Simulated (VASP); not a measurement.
Te:

```xyz
2
Lattice="-2.9578 3.8760 1.5352 2.9578 -3.8760 1.5352 2.9578 3.8760 -1.5352" Properties=species:S:1:pos:R:3 pbc="T T T"
Te    2.9578   -1.9380    0.7704
Te    0.0000    5.8139    0.7647
```

| Quantity | Value |
| --- | --- |
| Program | VASP 6.6.1 |
| Task | relaxation of cell and atoms |
| Functional | PBE |
| Dispersion | D3(BJ) |
| Potentials or basis | VASP PAW PBE potentials, release 64 (Te) |
| Cutoff | 600 eV |
| k mesh | 10 × 10 × 10 |
| Occupations | fermi-dirac, width 0.05 eV |
| Spin | no spin polarisation |

At the start: pressure -1.4 GPa; volume 35.20 Å³/atom.

Task: Where does the relaxation end?

Result: Over 16 steps the energy falls by 32.4 meV/atom and the volume is 30.24 Å³/atom (-14.1 %); space group Cmmm (No. 65, to 0.1 Å) before and after.

The path:
```csv
step,energy change (eV),largest force (eV/Å),pressure (GPa),volume (Å³)
1,0.0000,0.0024,-1.38,70.40
2,-0.0202,0.0026,0.11,67.34
3,-0.0202,0.0026,0.13,67.31
4,-0.0373,0.0023,0.05,65.83
5,-0.0495,0.0021,0.21,64.05
6,-0.0542,0.0021,1.22,60.39
7,-0.0488,0.0015,-1.91,63.00
8,-0.0608,0.0017,-0.24,61.50
9,-0.0608,0.0017,-0.23,61.48
10,-0.0608,0.0018,-0.06,61.36
11,-0.0608,0.0018,-0.19,61.46
12,-0.0624,0.0016,-0.25,61.25
13,-0.0641,0.0012,-0.30,60.61
14,-0.0644,0.0013,-0.29,60.83
15,-0.0630,0.0011,0.73,59.67
16,-0.0647,0.0012,0.00,60.48
```

Final structure:
```xyz
2
Lattice="-3.0466 3.1924 1.5547 3.0466 -3.1924 1.5547 3.0466 3.1924 -1.5547" Properties=species:S:1:pos:R:3 pbc="T T T"
Te    3.0466   -1.5962    0.7785
Te    0.0000    4.7885    0.7761
```
